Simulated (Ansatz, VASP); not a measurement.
# Two plane-wave programs on Ge

```
Ge
1.0
    -1.82180    1.82180    1.45397
     1.82180   -1.82180    1.45397
     1.82180    1.82180   -1.45397
Ge
1
Cartesian
  0.0000 0.0000 1.4540
```

Alike in both runs: task relaxation of cell and atoms; functional PBE; k mesh 24 × 24 × 24; occupations gaussian, width 0.1 eV; no spin polarisation.

```csv
,VASP,Ansatz
version,VASP 6.6.1,Ansatz 0.2.0
potentials or method,"VASP PAW PBE potentials, release 64 (Ge_d), cutoff 600 eV","scalar-relativistic, plane waves, PAW"
valence electrons in the cell,14,14
```

VASP gave:

* gap on the k mesh at the Fermi level, each at its own relaxed structure (eV): none
* relaxed volume (Å³/atom): 19.40
* relaxed length of the cell vector where the two differ most in proportion (Å): 2.951

Q: What did Ansatz give for the same quantities?

A: gap on the k mesh at the Fermi level, each at its own relaxed structure (eV): none; relaxed volume (Å³/atom): 19.37; relaxed length of the cell vector where the two differ most in proportion (Å): 2.950.

A gap of «none» marks a metal or a gap that the smearing closes.
